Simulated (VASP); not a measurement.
# Ag2O (Pn-3m) in VASP: further runs

Ag2O is run at these levels: PBEsol; tasks: single point, relaxation of cell and atoms.

All numbers are computed with VASP 6.6.1; they aren't measurements. Logs are shortened: lines on timing, memory, paths and dates and some standing lists are left out, and cuts for length are marked.

**1. The cell of the first run**

Symmetry: Pn-3m, No. 224, cubic system. Conventional cell: a = 4.706 Å, b = 4.706 Å, c = 4.706 Å, α = 90.00°, β = 90.00°, γ = 90.00°. Ag (site symmetry -3m) has 2 O at 2.04 Å within 2.7 Å. Within 2.7 Å of O (site symmetry -43m) lie 4 Ag at 2.04 Å.

**2. Single point, PBEsol**

INCAR

```
PREC     = Accurate       # precision mode
ENCUT    = 600            # plane-wave cutoff, eV
EDIFF    = 1E-6           # SCF threshold, eV
ISMEAR   = 0              # smearing method
SIGMA    = 0.1            # smearing width, eV
LREAL    = False          # projectors in reciprocal space
LASPH    = True           # aspherical terms in the spheres
NELM     = 120            # most SCF steps
ALGO     = Normal         # electronic algorithm
ISIF     = 2              # what is computed and relaxed
LWAVE    = False          # write WAVECAR
LCHARG   = False          # write CHGCAR
GGA      = PS             # functional
NBANDS   = 37             # bands
GGA_COMPAT= False
```

KPOINTS

```
regular mesh
0
Gamma
  8 8 8
```

POSCAR

```
Ag2O
1.0
    4.7064930204      0.0000000000      0.0000000000
    0.0000000000      4.7064930204      0.0000000000
    0.0000000000      0.0000000000      4.7064930204
Ag O
4 2
Direct
    0.2500000000      0.2500000000      0.2500000000
    0.2500000000      0.7500000000      0.7500000000
    0.7500000000      0.7500000000      0.2500000000
    0.7500000000      0.2500000000      0.7500000000
    0.0000000000      0.0000000000      0.0000000000
    0.5000000000      0.5000000000      0.5000000000
```

Potentials or basis: VASP PAW PBE potentials, release 64 (Ag, O).

Launch:

```sh
cat potpaw_PBE.64/Ag/POTCAR potpaw_PBE.64/O/POTCAR > POTCAR
mpirun -np 1 vasp_std > vasp.out
```

OUTCAR:

```text
PREC = Accurate
   ENCUT = 600
   EDIFF = 1E-6
   ISMEAR = 0
   LREAL = False
   LASPH = True
   NELM = 120
   ISIF = 2
   GGA = PS

 ion  position               nearest neighbor table
   1  0.250  0.250  0.250-   5 2.04   6 2.04   4 3.33   2 3.33   3 3.33   2 3.33   4 3.33   2 3.33
                             3 3.33   2 3.33   3 3.33   4 3.33   4 3.33   3 3.33
   2  0.250  0.750  0.750-   5 2.04   6 2.04   4 3.33   1 3.33   3 3.33   1 3.33   3 3.33   1 3.33
                             4 3.33   1 3.33   3 3.33   4 3.33   3 3.33   4 3.33
   3  0.750  0.750  0.250-   5 2.04   6 2.04   4 3.33   1 3.33   2 3.33   2 3.33   4 3.33   1 3.33
                             4 3.33   4 3.33   1 3.33   2 3.33   2 3.33   1 3.33
   4  0.750  0.250  0.750-   5 2.04   6 2.04   3 3.33   1 3.33   2 3.33   1 3.33   3 3.33   2 3.33
                             3 3.33   3 3.33   1 3.33   2 3.33   1 3.33   2 3.33
   5  0.000  0.000  0.000-   1 2.04   2 2.04   3 2.04   4 2.04
   6  0.500  0.500  0.500-   1 2.04   2 2.04   3 2.04   4 2.04

  LATTYP: Found a simple cubic cell.
 ALAT       =     4.7064930204

  Lattice vectors:

 A1 = (   4.7064930204,   0.0000000000,   0.0000000000)
 A2 = (   0.0000000000,   4.7064930204,   0.0000000000)
 A3 = (   0.0000000000,   0.0000000000,   4.7064930204)

Analysis of symmetry for initial positions (statically):
=====================================================================
 Subroutine PRICEL returns:
 Original cell was already a primitive cell.

 Routine SETGRP: Setting up the symmetry group for a
 simple cubic supercell.

 Subroutine GETGRP returns: Found 48 space group operations
 (whereof 24 operations were pure point group operations)
 out of a pool of 48 trial point group operations.

The static configuration has the point symmetry T_d .
 The point group associated with its full space group is O_h .

Analysis of symmetry for dynamics (positions and initial velocities):
=====================================================================
 Subroutine PRICEL returns:
 Original cell was already a primitive cell.

 Routine SETGRP: Setting up the symmetry group for a
 simple cubic supercell.

 Subroutine GETGRP returns: Found 48 space group operations
 (whereof 24 operations were pure point group operations)
 out of a pool of 48 trial point group operations.

The dynamic configuration has the point symmetry T_d .
 The point group associated with its full space group is O_h .

 Subroutine INISYM returns: Found 48 space group operations
 (whereof 24 operations are pure point group operations),
 and found     1 'primitive' translations

----------------------------------------------------------------------------------------

                                     Primitive cell

  volume of cell :     104.2539

  direct lattice vectors                    reciprocal lattice vectors
     4.706493020  0.000000000  0.000000000     0.212472428  0.000000000  0.000000000
     0.000000000  4.706493020  0.000000000     0.000000000  0.212472428  0.000000000
     0.000000000  0.000000000  4.706493020     0.000000000  0.000000000  0.212472428

  length of vectors
     4.706493020  4.706493020  4.706493020     0.212472428  0.212472428  0.212472428

  position of ions in fractional coordinates (direct lattice)
     0.250000000  0.250000000  0.250000000
     0.250000000  0.750000000  0.750000000
     0.750000000  0.750000000  0.250000000
     0.750000000  0.250000000  0.750000000
     0.000000000  0.000000000  0.000000000
     0.500000000  0.500000000  0.500000000

  ion indices of the primitive-cell ions
   primitive index   ion index
                 1           1
                 2           2
                 3           3
                 4           4
                 5           5
                 6           6

----------------------------------------------------------------------------------------

 KPOINTS: regular mesh

Automatic generation of k-mesh.
 Grid dimensions read from file:
 generate k-points for:    8    8    8

 Generating k-lattice:

  Cartesian coordinates                     Fractional coordinates (reciprocal lattice)
     0.026559054  0.000000000  0.000000000     0.125000000  0.000000000  0.000000000
     0.000000000  0.026559054  0.000000000     0.000000000  0.125000000  0.000000000
     0.000000000  0.000000000  0.026559054     0.000000000  0.000000000  0.125000000

  Length of vectors
     0.026559054  0.026559054  0.026559054

  Shift w.r.t. Gamma in fractional coordinates (k-lattice)
     0.000000000  0.000000000  0.000000000

 Subroutine IBZKPT returns following result:
 ===========================================

 Found     35 irreducible k-points:

 Following reciprocal coordinates:
            Coordinates               Weight
  0.000000  0.000000  0.000000      1.000000
  0.125000  0.000000  0.000000      6.000000
  0.250000  0.000000  0.000000      6.000000
  0.375000  0.000000  0.000000      6.000000
  0.500000  0.000000  0.000000      3.000000
  0.125000  0.125000  0.000000     12.000000
[... 16 lines left out ...]
  0.375000  0.375000  0.125000     24.000000
  0.500000  0.375000  0.125000     24.000000
 [... further k-points ...]
   k-points           NKPTS =     35   k-points in BZ     NKDIM =     35   number of bands    NBANDS=     37
   number of dos      NEDOS =    301   number of ions     NIONS =      6
   total plane-waves  NPLWV =  64000
   dimension x,y,z NGX =    40 NGY =   40 NGZ =   40
   dimension x,y,z NGXF=    80 NGYF=   80 NGZF=   80
   ions per type =               4   2
   NGX,Y,Z   is equivalent  to a cutoff of  14.13, 14.13, 14.13 a.u.
   NGXF,Y,Z  is equivalent  to a cutoff of  28.26, 28.26, 28.26 a.u.
 SYSTEM =  unknown system
   PREC   = accura    normal or accurate (medium, high low for compatibility)
   ISTART =      0    job   : 0-new  1-cont  2-samecut
   ICHARG =      2    charge: 1-file 2-atom 10-const
   ISPIN  =      1    spin polarized calculation?
   LNONCOLLINEAR =      F non collinear calculations
   LSORBIT =      F    spin-orbit coupling
   LASPH  =      T    aspherical Exc in radial PAW
   ENCUT  =  600.0 eV  44.10 Ry    6.64 a.u.   9.40  9.40  9.40*2*pi/ulx,y,z
   NELM   =    120;   NELMIN=  2; NELMDL= -5     # of ELM steps
   EDIFF  = 0.1E-05   stopping-criterion for ELM
   LREAL  =      F    real-space projection
   EDIFFG = 0.1E-04   stopping-criterion for IOM
   NSW    =      0    number of steps for IOM
   IBRION =     -1    ionic relax: 0-MD 1-quasi-New 2-CG
   NFREE  =      0    steps in history (QN), initial steepest desc. (CG)
   ISIF   =      2    stress and relaxation
   ISYM   =      2    0-nonsym 1-usesym 2-fastsym
   POTIM  = 0.5000    time-step for ionic-motion
   TEBEG  =    0.0;   TEEND  =   0.0 temperature during run
   PSTRESS=    0.0 pullay stress
   NELECT =      56.0000    total number of electrons
   NUPDOWN=      -1.0000    fix difference up-down
   EMIN   =  10.00;   EMAX   =-10.00  energy-range for DOS
   EFERMI =   0.00;   METHOD = LEGACY
   ISMEAR =     0;   SIGMA  =   0.10  broadening in eV -4-tet -1-fermi 0-gaus
   EFERMI_NEDOS =   21; number of points for ismear=-14 and -15
   IALGO  =     38    algorithm
   IMIX   =      4    mixing-type and parameters
     AMIX     =   0.40;   BMIX     =  1.00
     AMIX_MAG =   1.60;   BMIX_MAG =  1.00
  volume/ion in A,a.u.               =      17.38       117.26
  Fermi-wavevector in a.u.,A,eV,Ry     =   1.330781  2.514812 24.095638  1.770979
  Thomas-Fermi vector in A             =   2.459842
   LORBIT       =      0    0 simple, 1 ext, 2 COOP (PROOUT), +10 PAW based schemes
   GGA     = PS    functional components
   LHFCALC =     F    Hartree Fock is set to
   AEXX    =    0.0000 exact exchange contribution
   IVDW    =     0    specifies the selected vdW correction
   LEPSILON=     F    determine dielectric tensor
   LRPA    =     F    only Hartree local field effects (RPA)
 non-spin polarized calculation
 Gauss-broadening in eV      SIGMA  =   0.10
  energy-cutoff  :      600.00
  volume of cell :      104.25
 maximum number of plane-waves:      3514
 NGX is ok and might be reduce to    40
   NGX = 19   NGY = 19   NGZ = 19

 number of electron      56.0000032 magnetization

 Free energy of the ion-electron system (eV)
  ---------------------------------------------------
  ext. energy  EPLUGINS =         0.00000000
  ---------------------------------------------------
  free energy    TOTEN  =       -23.97091485 eV

  energy without entropy =      -23.97008113  energy(sigma->0) =      -23.97049799

 E-fermi :   4.7103     XC(G=0): -10.8316

 val. band max:        4.6408466215   @ k =   0.0000   0.0000   0.0000
 cond. band min:       4.8273172896   @ k =   0.1250   0.0000   0.0000
 fundamental gap:      0.1864706681
 Fermi energy:         4.7102790479

 k-point     1 :       0.0000    0.0000    0.0000
  band No.  band energies     occupation
      1     -14.3173      2.00000
      2     -13.5924      2.00000
      3      -2.4061      2.00000
      4      -2.4061      2.00000
      5      -2.4061      2.00000
      6      -0.1234      2.00000
[... 29 lines left out ...]
     36      13.2892      0.00000
     37      13.2892      0.00000

 k-point     2 :       0.1250    0.0000    0.0000
  band No.  band energies     occupation
      1     -14.2912      2.00000
      2     -13.6218      2.00000
      3      -2.3524      2.00000
      4      -2.3524      2.00000
      5      -2.3305      2.00000
      6      -0.0562      2.00000
[... 29 lines left out ...]
     36      13.0752      0.00000
     37      13.0752      0.00000

 k-point     3 :       0.2500    0.0000    0.0000
  band No.  band energies     occupation
      1     -14.2166      2.00000
      2     -13.7047      2.00000
      3      -2.2003      2.00000
      4      -2.2003      2.00000
      5      -2.1094      2.00000
      6      -0.2909      2.00000
[... 29 lines left out ...]
     36      12.6526      0.00000
     37      12.6526      0.00000
[... 761 lines left out ...]
 k-point    23 :       0.3750    0.3750    0.1250
  band No.  band energies     occupation
      1     -14.0726      2.00000
      2     -13.8453      2.00000
      3      -2.1288      2.00000
      4      -2.0182      2.00000
      5      -1.5740      2.00000
      6      -0.9716      2.00000
[... 29 lines left out ...]
     36      13.7357      0.00000
     37      13.9363      0.00000

 k-point    24 :       0.5000    0.3750    0.1250
  band No.  band energies     occupation
      1     -14.0690      2.00000
      2     -13.8470      2.00000
      3      -2.0766      2.00000
      4      -2.0693      2.00000
      5      -1.6315      2.00000
      6      -0.8938      2.00000
[... 29 lines left out ...]
     36      13.3380      0.00000
     37      13.9775      0.00000

 [... further k-points ...]

------------------------ aborting loop because EDIFF is reached ----------------------------------------

  FORCE on cell =-STRESS in cart. coord.  units (eV):
  Direction    XX          YY          ZZ          XY          YZ          ZX
  --------------------------------------------------------------------------------------
  -------------------------------------------------------------------------------------
  Total       -0.1664687     -0.1664687     -0.1664687      0.0000000     -0.0000000      0.0000000
  in kB       -2.5582962     -2.5582962     -2.5582962      0.0000000     -0.0000000      0.0000000
  external PRESSURE =      -2.5582962 kB  Pullay stress =       0.0000000 kB

 VOLUME and BASIS-vectors are now :
 -----------------------------------------------------------------------------
  energy-cutoff  :      600.00
  volume of cell :      104.25
      direct lattice vectors                 reciprocal lattice vectors
     4.706493020  0.000000000  0.000000000     0.212472428  0.000000000  0.000000000
     0.000000000  4.706493020  0.000000000     0.000000000  0.212472428  0.000000000
     0.000000000  0.000000000  4.706493020     0.000000000  0.000000000  0.212472428

 POSITION                                       TOTAL-FORCE (eV/Angst)
 -----------------------------------------------------------------------------------
      1.17662      1.17662      1.17662        -0.000000      0.000000      0.000000
      1.17662      3.52987      3.52987         0.000000      0.000000     -0.000000
      3.52987      3.52987      1.17662        -0.000000      0.000000     -0.000000
      3.52987      1.17662      3.52987        -0.000000     -0.000000      0.000000
      0.00000      0.00000      0.00000        -0.000000      0.000000     -0.000000
      2.35325      2.35325      2.35325        -0.000000     -0.000000      0.000000
 -----------------------------------------------------------------------------------
    total drift:                                0.000000     -0.000000     -0.000000

  FREE ENERGIE OF THE ION-ELECTRON SYSTEM (eV)
  ---------------------------------------------------
  free  energy   TOTEN  =       -23.9709148541 eV

  energy  without entropy=      -23.9700811293  energy(sigma->0) =      -23.97049799
```

It took 77 s on 1 thread of Intel Xeon 6975P-C (Granite Rapids), shared host; peak memory 0.31 GiB.

Results:

| Item | Value |
| --- | --- |
| Free energy | -23.9709 eV |
| Pressure | -0.3 GPa |
| Band gap on the k mesh | zero (filled and empty bands touch) |

Levels at points of the mesh, in eV from the Fermi level:
```
           k point  band 25  band 26  band 27  band 28  band 29  band 30  band 31  band 32
(0.00, 0.00, 0.00)    -2.72    -0.07    -0.07    -0.07    -0.07     1.82     1.82     7.19
(0.50, 0.00, 0.00)    -1.72    -1.72    -0.56    -0.56     1.98     1.98     4.59     4.59
(0.50, 0.50, 0.00)    -1.74    -1.74    -0.92    -0.92     1.94     1.94     3.63     3.63
(0.50, 0.50, 0.50)    -1.83    -0.77    -0.77    -0.77     2.37     2.37     2.37     4.78
```

Caveat: the PAW data sets were made with another functional, which shifts forces and pressure a little.

**3. Relaxation of cell and atoms, PBEsol**

This run uses another cell than the first one, of 18.57 Å³/atom.

INCAR

```
SYSTEM = Ag2O
PREC = Accurate
ENCUT = 600
EDIFF = 1E-7
ISMEAR = 0
SIGMA = 0.1
LREAL = .False.
LASPH = .True.
NELM = 120
ALGO = Normal
ISIF = 3
LWAVE = .False.
LCHARG = .False.
GGA = PS
IBRION = 2
NSW = 70
EDIFFG = -0.005
GGA_COMPAT = .False.
NELMIN = 4
```

KPOINTS

```
regular mesh
0
Gamma
  8 8 8
  0 0 0
```

Edit POSCAR of step 2 so:

```diff
@@ -2,5 +2,5 @@
 1.0
-    4.7064930204      0.0000000000      0.0000000000
-    0.0000000000      4.7064930204      0.0000000000
-    0.0000000000      0.0000000000      4.7064930204
+    4.8119826548      0.0000000000      0.0000000000
+    0.0000000000      4.8119826548      0.0000000000
+    0.0000000000      0.0000000000      4.8119826548
 Ag O
```

Potentials or basis: VASP PAW PBE potentials, release 64 (Ag, O).

Launch:

```sh
cat potpaw_PBE.64/Ag/POTCAR potpaw_PBE.64/O/POTCAR > POTCAR
mpirun -np 1 vasp_std > vasp.out
```

OUTCAR:

```text
SYSTEM = Ag2O
   PREC = Accurate
   ENCUT = 600
   EDIFF = 1E-7
   ISMEAR = 0
   LREAL = .False.
   LASPH = .True.
   NELM = 120
   ISIF = 3
   GGA = PS
   IBRION = 2
   NSW = 70
   EDIFFG = -0.005
   NELMIN = 4

 ion  position               nearest neighbor table
   1  0.250  0.250  0.250-   5 2.08   6 2.08   4 3.40   2 3.40   3 3.40   2 3.40   4 3.40   2 3.40
                             3 3.40   2 3.40   3 3.40   4 3.40   4 3.40   3 3.40
   2  0.250  0.750  0.750-   5 2.08   6 2.08   4 3.40   1 3.40   3 3.40   1 3.40   3 3.40   1 3.40
                             4 3.40   1 3.40   3 3.40   4 3.40   3 3.40   4 3.40
   3  0.750  0.750  0.250-   5 2.08   6 2.08   4 3.40   1 3.40   2 3.40   2 3.40   4 3.40   1 3.40
                             4 3.40   4 3.40   1 3.40   2 3.40   2 3.40   1 3.40
   4  0.750  0.250  0.750-   5 2.08   6 2.08   3 3.40   1 3.40   2 3.40   1 3.40   3 3.40   2 3.40
                             3 3.40   3 3.40   1 3.40   2 3.40   1 3.40   2 3.40
   5  0.000  0.000  0.000-   1 2.08   2 2.08   3 2.08   4 2.08
   6  0.500  0.500  0.500-   1 2.08   2 2.08   3 2.08   4 2.08

[... 205 lines left out ...]
  band No.  band energies     occupation
      1     -14.5383      2.00000
      2     -13.9422      2.00000
      3      -2.5866      2.00000
      4      -2.5866      2.00000
      5      -2.5866      2.00000
      6      -0.4746      2.00000
[... 934 lines left out ...]
--------------------------------------- Ionic step        3  -------------------------------------------

 number of electron      56.0000034 magnetization

 Free energy of the ion-electron system (eV)
  ---------------------------------------------------
  ext. energy  EPLUGINS =         0.00000000
  ---------------------------------------------------
  free energy    TOTEN  =       -23.97866328 eV

  energy without entropy =      -23.97785743  energy(sigma->0) =      -23.97826035

 E-fermi :   4.7460     XC(G=0): -10.8467

 val. band max:        4.6794438801   @ k =   0.0000   0.0000   0.0000
 cond. band min:       4.8664011497   @ k =   0.1250   0.0000   0.0000
 fundamental gap:      0.1869572697
 Fermi energy:         4.7459801740

 k-point     1 :       0.0000    0.0000    0.0000
  band No.  band energies     occupation
      1     -14.3080      2.00000
      2     -13.5775      2.00000
      3      -2.3988      2.00000
      4      -2.3988      2.00000
      5      -2.3988      2.00000
      6      -0.1086      2.00000
[... 888 lines left out ...]
  FREE ENERGIE OF THE ION-ELECTRON SYSTEM (eV)
  ---------------------------------------------------
  free  energy   TOTEN  =       -23.9786632779 eV

  energy  without entropy=      -23.9778574274  energy(sigma->0) =      -23.97826035

 reached required accuracy - stopping structural energy minimisation
```

OSZICAR:

```text
N       E                     dE             d eps       ncg     rms          rms(c)
DAV:   1     0.406467661059E+03    0.40647E+03   -0.31190E+04  2310   0.182E+03
DAV:   2    -0.278303947187E+01   -0.40925E+03   -0.39661E+03  2519   0.378E+02
DAV:   3    -0.273197488656E+02   -0.24537E+02   -0.24224E+02  2663   0.884E+01
DAV:   4    -0.276843547526E+02   -0.36461E+00   -0.36374E+00  2488   0.118E+01
[... 30 lines left out ...]
DAV:   5    -0.239786601363E+02    0.30849E-03   -0.40672E-04  2529   0.200E-01    0.228E-02
DAV:   6    -0.239786662549E+02   -0.61186E-05   -0.13641E-04  2626   0.655E-02    0.222E-02
DAV:   7    -0.239786634653E+02    0.27896E-05   -0.12412E-05  2565   0.201E-02    0.672E-03
DAV:   8    -0.239786633064E+02    0.15895E-06   -0.11411E-06  2348   0.673E-03    0.109E-03
DAV:   9    -0.239786632779E+02    0.28524E-07   -0.31179E-08  1212   0.103E-03
   3 F= -.23978663E+02 E0= -.23978260E+02  d E =-.127045E+00
```

It took 3 min on 1 thread of Intel Xeon 6975P-C (Granite Rapids), shared host; peak memory 0.33 GiB.

Results:

```yaml
Free_energy: -23.9787 eV
Relaxed_volume: 17.33 Å³/atom
Relaxed_cell: a = 4.702 Å, b = 4.702 Å, c = 4.702 Å, α = 90.00°, β = 90.00°, γ = 90.00°
Space_group_after_relaxing_to_0.1_Å: Pn-3m (No. 224)
Energy_gained_by_relaxing: 21.2 meV/atom
Ionic_steps: 3
Pressure_after_relaxing: 0.0 GPa
```

The path:
| step | energy change (eV) | largest force (eV/Å) | pressure (GPa) | volume (Å³) |
| --- | --- | --- | --- | --- |
| 1 | 0.0000 | 0.0000 | -5.09 | 111.42 |
| 2 | -0.1182 | 0.0000 | 1.61 | 102.18 |
| 3 | -0.1270 | 0.0000 | 0.01 | 103.97 |

Final structure:
```cif
data_structure
_symmetry_space_group_name_H-M 'P 1'
_symmetry_Int_Tables_number 1
_cell_length_a 4.7022
_cell_length_b 4.7022
_cell_length_c 4.7022
_cell_angle_alpha 90.000
_cell_angle_beta 90.000
_cell_angle_gamma 90.000
_cell_volume 103.97
loop_
_atom_site_label
_atom_site_type_symbol
_atom_site_fract_x
_atom_site_fract_y
_atom_site_fract_z
_atom_site_occupancy
Ag1 Ag 0.25000 0.25000 0.25000 1
Ag2 Ag 0.25000 0.75000 0.75000 1
Ag3 Ag 0.75000 0.75000 0.25000 1
Ag4 Ag 0.75000 0.25000 0.75000 1
O1 O 0.00000 0.00000 0.00000 1
O2 O 0.50000 0.50000 0.50000 1
```

Caveat: the PAW data sets were made with another functional, which shifts forces and pressure a little.
